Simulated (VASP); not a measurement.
# TaMn2N3 (P6/mmm) in VASP: single point with PBE

Aim: the single point of TaMn2N3 with PBE.

Program: VASP 6.6.1. These are calculated values, not measurements. Logs are shortened: lines on timing, memory, paths and dates and some standing lists are left out, and cuts for length are marked.

## Step 1: The cell of the first run

It takes space group P6/mmm (No. 191, hexagonal). Conventional cell: a = 5.783 Å, b = 5.783 Å, c = 2.693 Å, α = 90.00°, β = 90.00°, γ = 120.00°. Ta (site symmetry 6/mmm) has 2 Ta at 2.69 Å and 6 N at 2.89 Å and 6 Mn at 3.34 Å within 3.6 Å. Mn (site symmetry -6m2) has 3 N at 1.67 Å within 2.2 Å. N (site symmetry mmm) has 2 Mn at 1.67 Å within 2.2 Å.

The cell was generated, and may not be a known phase.

## Step 2: Single point, PBE

The input, INCAR:

```
SYSTEM = TaMn2N3
PREC = Accurate
ENCUT = 700
EDIFF = 1E-6
ISMEAR = 0
SIGMA = 0.1
LREAL = .FALSE.
LASPH = .TRUE.
NELM = 120
ALGO = Normal
ISIF = 2
LWAVE = .FALSE.
LCHARG = .FALSE.
GGA = PE
NBANDS = 38
GGA_COMPAT = .FALSE.
```

The input, KPOINTS:

```
regular mesh
0
G
  6 6 14
  0 0 0
```

The input, POSCAR:

```
TaMn2N3
1.0
    5.7833582529      0.0000000000      0.0000000000
   -2.8916791265      5.0085351662      0.0000000000
    0.0000000000      0.0000000000      2.6931629255
Ta Mn N
1 2 3
Direct
    0.0000000000      0.0000000000      0.5000000000
    0.3333333333      0.6666666667      0.5000000000
    0.6666666667      0.3333333333      0.5000000000
    0.5000000000      0.0000000000      0.5000000000
    0.0000000000      0.5000000000      0.5000000000
    0.5000000000      0.5000000000      0.5000000000
```

Potentials or basis: VASP PAW PBE potentials, release 64 (Ta_sv_GW, Mn_sv, N).

The run is started by

```console
$ cat potpaw_PBE.64/Ta_sv_GW/POTCAR potpaw_PBE.64/Mn_sv/POTCAR potpaw_PBE.64/N/POTCAR > POTCAR
$ mpirun -np 1 vasp_std > vasp.out
```

OUTCAR:

```text
SYSTEM = TaMn2N3
   PREC = Accurate
   ENCUT = 700
   EDIFF = 1E-6
   ISMEAR = 0
   LREAL = .FALSE.
   LASPH = .TRUE.
   NELM = 120
   ISIF = 2
   GGA = PE

 ion  position               nearest neighbor table
   1  0.000  0.000  0.500-
   2  0.333  0.667  0.500-   5 1.67   4 1.67   6 1.67
   3  0.667  0.333  0.500-   5 1.67   4 1.67   6 1.67
   4  0.500  0.000  0.500-   2 1.67   3 1.67
   5  0.000  0.500  0.500-   2 1.67   3 1.67
   6  0.500  0.500  0.500-   2 1.67   3 1.67

  LATTYP: Found a hexagonal cell.
 ALAT       =     5.7833582529
 C/A-ratio  =     0.4656745800

  Lattice vectors:

 A1 = (   5.7833582529,   0.0000000000,   0.0000000000)
 A2 = (  -2.8916791265,   5.0085351662,   0.0000000000)
 A3 = (   0.0000000000,   0.0000000000,   2.6931629255)

Analysis of symmetry for initial positions (statically):
=====================================================================
 Subroutine PRICEL returns:
 Original cell was already a primitive cell.

 Routine SETGRP: Setting up the symmetry group for a
 hexagonal supercell.

 Subroutine GETGRP returns: Found 24 space group operations
 (whereof 24 operations were pure point group operations)
 out of a pool of 24 trial point group operations.

The static configuration has the point symmetry D_6h.

Analysis of symmetry for dynamics (positions and initial velocities):
=====================================================================
 Subroutine PRICEL returns:
 Original cell was already a primitive cell.

 Routine SETGRP: Setting up the symmetry group for a
 hexagonal supercell.

 Subroutine GETGRP returns: Found 24 space group operations
 (whereof 24 operations were pure point group operations)
 out of a pool of 24 trial point group operations.

The dynamic configuration has the point symmetry D_6h.

 Subroutine INISYM returns: Found 24 space group operations
 (whereof 24 operations are pure point group operations),
 and found     1 'primitive' translations

----------------------------------------------------------------------------------------

                                     Primitive cell

  volume of cell :      78.0106

  direct lattice vectors                    reciprocal lattice vectors
     5.783358253  0.000000000  0.000000000     0.172909918  0.099829588  0.000000000
    -2.891679127  5.008535166  0.000000000     0.000000000  0.199659175  0.000000000
     0.000000000  0.000000000  2.693162925     0.000000000  0.000000000  0.371310622

  length of vectors
     5.783358253  5.783358253  2.693162925     0.199659175  0.199659175  0.371310622

  position of ions in fractional coordinates (direct lattice)
     0.000000000  0.000000000  0.500000000
     0.333333333  0.666666667  0.500000000
     0.666666667  0.333333333  0.500000000
     0.500000000  0.000000000  0.500000000
     0.000000000  0.500000000  0.500000000
     0.500000000  0.500000000  0.500000000

  ion indices of the primitive-cell ions
   primitive index   ion index
                 1           1
                 2           2
                 3           3
                 4           4
                 5           5
                 6           6

----------------------------------------------------------------------------------------

 KPOINTS: regular mesh

Automatic generation of k-mesh.
 Grid dimensions read from file:
 generate k-points for:    6    6   14

 Generating k-lattice:

  Cartesian coordinates                     Fractional coordinates (reciprocal lattice)
     0.028818320  0.016638265  0.000000000     0.166666667  0.000000000  0.000000000
     0.000000000  0.033276529  0.000000000     0.000000000  0.166666667  0.000000000
     0.000000000  0.000000000  0.026522187     0.000000000  0.000000000  0.071428571

  Length of vectors
     0.033276529  0.033276529  0.026522187

  Shift w.r.t. Gamma in fractional coordinates (k-lattice)
     0.000000000  0.000000000  0.000000000

 Subroutine IBZKPT returns following result:
 ===========================================

 Found     56 irreducible k-points:

 Following reciprocal coordinates:
            Coordinates               Weight
  0.000000  0.000000  0.000000      1.000000
  0.166667  0.000000  0.000000      6.000000
  0.333333  0.000000  0.000000      6.000000
  0.500000  0.000000  0.000000      3.000000
  0.166667  0.166667  0.000000      6.000000
  0.333333  0.166667  0.000000     12.000000
[... 16 lines left out ...]
  0.166667  0.000000  0.214286     12.000000
  0.333333  0.000000  0.214286     12.000000
 [... further k-points ...]
   k-points           NKPTS =     56   k-points in BZ     NKDIM =     56   number of bands    NBANDS=     38
   number of dos      NEDOS =    301   number of ions     NIONS =      6
   total plane-waves  NPLWV =  60000
   dimension x,y,z NGX =    50 NGY =   50 NGZ =   24
   dimension x,y,z NGXF=   100 NGYF=  100 NGZF=   48
   ions per type =               1   2   3
   NGX,Y,Z   is equivalent  to a cutoff of  14.37, 14.37, 14.81 a.u.
   NGXF,Y,Z  is equivalent  to a cutoff of  28.75, 28.75, 29.63 a.u.
 SYSTEM =  TaMn2N3
   PREC   = accura    normal or accurate (medium, high low for compatibility)
   ISTART =      0    job   : 0-new  1-cont  2-samecut
   ICHARG =      2    charge: 1-file 2-atom 10-const
   ISPIN  =      1    spin polarized calculation?
   LNONCOLLINEAR =      F non collinear calculations
   LSORBIT =      F    spin-orbit coupling
   LASPH  =      T    aspherical Exc in radial PAW
   ENCUT  =  700.0 eV  51.45 Ry    7.17 a.u.  12.48 12.48  5.81*2*pi/ulx,y,z
   NELM   =    120;   NELMIN=  2; NELMDL= -5     # of ELM steps
   EDIFF  = 0.1E-05   stopping-criterion for ELM
   LREAL  =      F    real-space projection
   EDIFFG = 0.1E-04   stopping-criterion for IOM
   NSW    =      0    number of steps for IOM
   IBRION =     -1    ionic relax: 0-MD 1-quasi-New 2-CG
   NFREE  =      0    steps in history (QN), initial steepest desc. (CG)
   ISIF   =      2    stress and relaxation
   ISYM   =      2    0-nonsym 1-usesym 2-fastsym
   POTIM  = 0.5000    time-step for ionic-motion
   TEBEG  =    0.0;   TEEND  =   0.0 temperature during run
   PSTRESS=    0.0 pullay stress
   NELECT =      58.0000    total number of electrons
   NUPDOWN=      -1.0000    fix difference up-down
   EMIN   =  10.00;   EMAX   =-10.00  energy-range for DOS
   EFERMI =   0.00;   METHOD = LEGACY
   ISMEAR =     0;   SIGMA  =   0.10  broadening in eV -4-tet -1-fermi 0-gaus
   EFERMI_NEDOS =   21; number of points for ismear=-14 and -15
   IALGO  =     38    algorithm
   IMIX   =      4    mixing-type and parameters
     AMIX     =   0.40;   BMIX     =  1.00
     AMIX_MAG =   1.60;   BMIX_MAG =  1.00
  volume/ion in A,a.u.               =      13.00        87.74
  Fermi-wavevector in a.u.,A,eV,Ry     =   1.483086  2.802626 29.926615  2.199544
  Thomas-Fermi vector in A             =   2.596791
   LORBIT       =      0    0 simple, 1 ext, 2 COOP (PROOUT), +10 PAW based schemes
   GGA     = PE    functional components
   LHFCALC =     F    Hartree Fock is set to
   AEXX    =    0.0000 exact exchange contribution
   IVDW    =     0    specifies the selected vdW correction
   LEPSILON=     F    determine dielectric tensor
   LRPA    =     F    only Hartree local field effects (RPA)
 non-spin polarized calculation
 Gauss-broadening in eV      SIGMA  =   0.10
  energy-cutoff  :      700.00
  volume of cell :       78.01
 maximum number of plane-waves:      3312
 NGX is ok and might be reduce to    50
   NGX = 25   NGY = 25   NGZ = 11

 number of electron      58.0000013 magnetization

 Free energy of the ion-electron system (eV)
  ---------------------------------------------------
  ext. energy  EPLUGINS =         0.00000000
  ---------------------------------------------------
  free energy    TOTEN  =       -53.82880792 eV

  energy without entropy =      -53.81160345  energy(sigma->0) =      -53.82020569

 E-fermi :   7.6011     XC(G=0): -11.5061

 val. band max:        7.5994714532   @ k =   0.3333   0.1667   0.4286
 cond. band min:       7.6033334677   @ k =   0.1667   0.0000   0.2143
 fundamental gap:      0.0038620145
 Fermi energy:         7.6011162754

 k-point     1 :       0.0000    0.0000    0.0000
  band No.  band energies     occupation
      1     -72.2714      2.00000
      2     -72.2694      2.00000
      3     -61.5241      2.00000
      4     -41.4289      2.00000
      5     -41.4289      2.00000
      6     -41.4131      2.00000
[... 30 lines left out ...]
     37      11.0988      0.00000
     38      11.1006      0.00000

 k-point     2 :       0.1667    0.0000    0.0000
  band No.  band energies     occupation
      1     -72.2712      2.00000
      2     -72.2695      2.00000
      3     -61.5241      2.00000
      4     -41.4293      2.00000
      5     -41.4281      2.00000
      6     -41.4138      2.00000
[... 30 lines left out ...]
     37      11.1084      0.00000
     38      11.1269      0.00000

 k-point     3 :       0.3333    0.0000    0.0000
  band No.  band energies     occupation
      1     -72.2709      2.00000
      2     -72.2698      2.00000
      3     -61.5241      2.00000
      4     -41.4301      2.00000
      5     -41.4263      2.00000
      6     -41.4156      2.00000
[... 30 lines left out ...]
     37      11.1046      0.00000
     38      11.3030      0.00000

 k-point     4 :       0.5000    0.0000    0.0000
  band No.  band energies     occupation
      1     -72.2707      2.00000
      2     -72.2700      2.00000
      3     -61.5241      2.00000
      4     -41.4304      2.00000
      5     -41.4251      2.00000
      6     -41.4169      2.00000
[... 30 lines left out ...]
     37      10.6695      0.00000
     38      11.1583      0.00000
[... 703 lines left out ...]
      4     -41.4220      2.00000
      5     -41.4220      2.00000
      6     -41.4068      2.00000
[... 30 lines left out ...]
     37      10.0236      0.00000
     38      10.0236      0.00000

 k-point    23 :       0.1667    0.0000    0.2143
  band No.  band energies     occupation
      1     -72.2646      2.00000
      2     -72.2629      2.00000
      3     -61.4867      2.00000
      4     -41.4224      2.00000
      5     -41.4213      2.00000
      6     -41.4075      2.00000
[... 30 lines left out ...]
     37       9.8875      0.00000
     38      10.0210      0.00000

 k-point    24 :       0.3333    0.0000    0.2143
  band No.  band energies     occupation
      1     -72.2643      2.00000
      2     -72.2632      2.00000
      3     -61.4867      2.00000
      4     -41.4232      2.00000
      5     -41.4196      2.00000
      6     -41.4092      2.00000
[... 30 lines left out ...]
     37       9.5648      0.00000
     38      10.0230      0.00000

 [... further k-points ...]

------------------------ aborting loop because EDIFF is reached ----------------------------------------

  FORCE on cell =-STRESS in cart. coord.  units (eV):
  Direction    XX          YY          ZZ          XY          YZ          ZX
  --------------------------------------------------------------------------------------
  -------------------------------------------------------------------------------------
  Total       -0.1411279     -0.1411279     -0.2346751      0.0000000      0.0000000      0.0000000
  in kB       -2.8984777     -2.8984777     -4.8197469      0.0000000      0.0000000      0.0000000
  external PRESSURE =      -3.5389008 kB  Pullay stress =       0.0000000 kB

 VOLUME and BASIS-vectors are now :
 -----------------------------------------------------------------------------
  energy-cutoff  :      700.00
  volume of cell :       78.01
      direct lattice vectors                 reciprocal lattice vectors
     5.783358253  0.000000000  0.000000000     0.172909918  0.099829588  0.000000000
    -2.891679127  5.008535166  0.000000000     0.000000000  0.199659175  0.000000000
     0.000000000  0.000000000  2.693162925     0.000000000  0.000000000  0.371310622

 POSITION                                       TOTAL-FORCE (eV/Angst)
 -----------------------------------------------------------------------------------
      0.00000      0.00000      1.34658        -0.000000     -0.000000      0.000000
     -0.00000      3.33902      1.34658         0.000000     -0.000000      0.000000
      2.89168      1.66951      1.34658        -0.000000      0.000000     -0.000000
      2.89168      0.00000      1.34658        -0.000000     -0.000000      0.000000
     -1.44584      2.50427      1.34658        -0.000000     -0.000000      0.000000
      1.44584      2.50427      1.34658        -0.000000     -0.000000      0.000000
 -----------------------------------------------------------------------------------
    total drift:                                0.000000     -0.000000      0.000000

  FREE ENERGIE OF THE ION-ELECTRON SYSTEM (eV)
  ---------------------------------------------------
  free  energy   TOTEN  =       -53.8288079219 eV

  energy  without entropy=      -53.8116034494  energy(sigma->0) =      -53.82020569
```

Wall time 2.8 min (1 thread of Intel Xeon 6975P-C (Granite Rapids), shared host); peak memory 0.4 GiB.

What came out:

- Free energy: -53.8288 eV
- Pressure: -0.4 GPa
- Band gap on the k mesh: zero (bands 29 and 30 overlap by 2.10 eV)

Levels at points of the mesh, in eV from the Fermi level:
| k point | band 25 | band 26 | band 27 | band 28 | band 29 | band 30 | band 31 | band 32 | band 33 | band 34 |
| --- | --- | --- | --- | --- | --- | --- | --- | --- | --- | --- |
| (0.00, 0.00, 0.00) | -2.26 | -2.24 | -1.94 | -1.94 | -0.79 | -0.36 | -0.36 | -0.28 | 1.14 | 1.14 |
| (0.50, 0.00, 0.00) | -2.52 | -2.40 | -2.01 | -0.33 | 0.16 | 0.42 | 1.20 | 1.58 | 1.66 | 1.70 |
| (0.00, 0.00, 0.50) | -2.45 | -1.67 | -1.11 | -1.11 | -1.06 | -1.06 | 1.18 | 1.62 | 1.78 | 1.78 |
| (0.50, 0.00, 0.50) | -1.68 | -1.62 | -1.58 | -0.51 | 0.02 | 0.63 | 0.99 | 1.74 | 1.95 | 2.02 |

Caveat: spin-orbit coupling is left out, which moves the levels of the heavy elements; the run has no spin polarisation, though such a crystal can be magnetic. With open d or f shells a metallic result of PBE can be an artefact of self-interaction; +U or a hybrid may open a gap.
